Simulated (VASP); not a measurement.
Here is a VASP 6.6.1 calculation.

Contents of INCAR:

```
PREC     = Accurate       # precision mode
ENCUT    = 520            # plane-wave cutoff, eV
EDIFF    = 1E-7           # SCF threshold, eV
ISMEAR   = 0              # smearing method
SIGMA    = 0.01           # smearing width, eV
LREAL    = F              # projectors in reciprocal space
LASPH    = T              # aspherical terms in the spheres
NELM     = 80             # most SCF steps
ALGO     = Normal         # electronic algorithm
ISIF     = 2              # what is computed and relaxed
LWAVE    = F              # write WAVECAR
LCHARG   = F              # write CHGCAR
GGA      = PS             # functional
NBANDS   = 11             # bands
```

File KPOINTS:

```
regular mesh
0
Gamma
  8 8 8
```

Contents of POSCAR:

```
BeS
1.0
    0.0000000000      2.3883780322      2.3883780322
    2.3883780322      0.0000000000      2.3883780322
    2.3883780322      2.3883780322      0.0000000000
Be S
1 1
Direct
    0.0000000000      0.0000000000      0.0000000000
    0.7500000000      0.7500000000      0.7500000000
```

Potentials or basis: VASP PAW PBE potentials, release 64 (Be, S).

Run with:

```console
$ cat potpaw_PBE.64/Be/POTCAR potpaw_PBE.64/S/POTCAR > POTCAR
$ mpirun -np 1 vasp_std > vasp.out
```

(1) What does it give for the pressure?

(2) What does it give for the band gap on the k mesh?

## Answers

(1) 4.2 GPa.

(2) 2.82 eV, indirect (least direct gap 5.58 eV).

Caveat: the PAW data sets were made with another functional, which shifts forces and pressure a little.
